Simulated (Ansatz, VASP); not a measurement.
**One calculation of Ge, two programs**

INCAR

```
PREC = Accurate ; ENCUT = 600
EDIFF = 1E-6 ; ISMEAR = -1
SIGMA = 0.05 ; LREAL = False
LASPH = True ; NELM = 80
ALGO = Normal ; ISIF = 3
LWAVE = False ; LCHARG = False
GGA = PE ; IBRION = 2
NSW = 45 ; EDIFFG = -0.005
```

The input KPOINTS:

```
regular mesh
0
Gamma
  17 17 17
```

Contents of POSCAR:

```
Ge
1.0
   -1.6851459498      1.6851459498      1.6851459498
    1.6851459498     -1.6851459498      1.6851459498
    1.6851459498      1.6851459498     -1.6851459498
Ge
1
Direct
    0.0000000000      0.0000000000      0.0000000000
```

Input for Ansatz:

```yaml
crystal:
  lattice:
    - [-1.6851459498, 1.6851459498, 1.6851459498]
    - [1.6851459498, -1.6851459498, 1.6851459498]
    - [1.6851459498, 1.6851459498, -1.6851459498]
  atoms:
    - { symbol: Ge, position: [0.0, 0.0, 0.0] }
kpoints:
  mp_grid: { grid: [17, 17, 17] }
scf:
  occupations: { method: fermi_dirac, width: 0.05 }
hamiltonian:
  xc: pbe
  pseudopotentials: { kind: all_electron, lapw: { basis_error: 0.0005 } }
output:
  forces: true
  stress: true
  eigenvalues: true
  populations: true
relax:
  f_tol: 0.005
  max_steps: 25
  cell: {}
```

Alike in both runs: task relaxation of cell and atoms; functional PBE; k mesh 17 × 17 × 17; occupations fermi-dirac, width 0.05 eV; no spin polarisation.

|  | VASP | Ansatz |
| --- | --- | --- |
| version | VASP 6.6.1 | Ansatz 0.2.0 |
| potentials or method | VASP PAW PBE potentials, release 64 (Ge_d), cutoff 600 eV | all-electron LAPW, scalar-relativistic |

VASP gave:

- relaxed volume (Å³/atom): 19.14
- relaxed length of the cell vector where the two differ most in proportion (Å): 2.918

Question: What did Ansatz give for the same quantities?

Answer: Relaxed volume (Å³/atom): 19.14; relaxed length of the cell vector where the two differ most in proportion (Å): 2.919.

Ansatz ran all-electron here, and VASP with PAW potentials.
